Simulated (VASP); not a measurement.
Write the native input for VASP 6.6.1 that does the following.

```yaml
Task: single point
Functional: PBEsol
Potentials_or_basis: VASP PAW PBE potentials, release 64 (Sb)
Cutoff: 520 eV
k_mesh: 10 × 10 × 10
Occupations: gaussian, width 0.02 eV
Spin: no spin polarisation
Dipole_correction: no
Further_INCAR_settings: ALGO = Normal; EDIFF = 1e-07; NBANDS = 8
```

The structure of Sb lies in POSCAR:

```
Sb
1.0
   -1.8713408863      1.8713408863      1.8713408863
    1.8713408863     -1.8713408863      1.8713408863
    1.8713408863      1.8713408863     -1.8713408863
Sb
1
Direct
    0.0000000000      0.0000000000      0.0000000000
```

The input as run:

INCAR

```
PREC = Accurate
ENCUT = 520
EDIFF = 1E-7
ISMEAR = 0
SIGMA = 0.02
LREAL = F
LASPH = T
NELM = 60
ALGO = Normal
ISIF = 2
LWAVE = F
LCHARG = T
GGA = PS
LELF = T
LVHAR = T
NBANDS = 8
```

KPOINTS

```
Automatic mesh
0
Gamma
  10 10 10
```

Potentials or basis: VASP PAW PBE potentials, release 64 (Sb).

Command:

```sh
$ cat potpaw_PBE.64/Sb/POTCAR > POTCAR
$ mpirun -np 1 vasp_std > vasp.out
```

Results of the run:

```yaml
Pressure: 0.0 GPa
```

Caveat: the PAW data sets were made with another functional, which shifts forces and pressure a little.

Run time: 7.9 s on 1 thread of AMD EPYC 7R43 64-Core Processor (Zen 3), with other jobs on the host, peak memory 0.09 GiB.
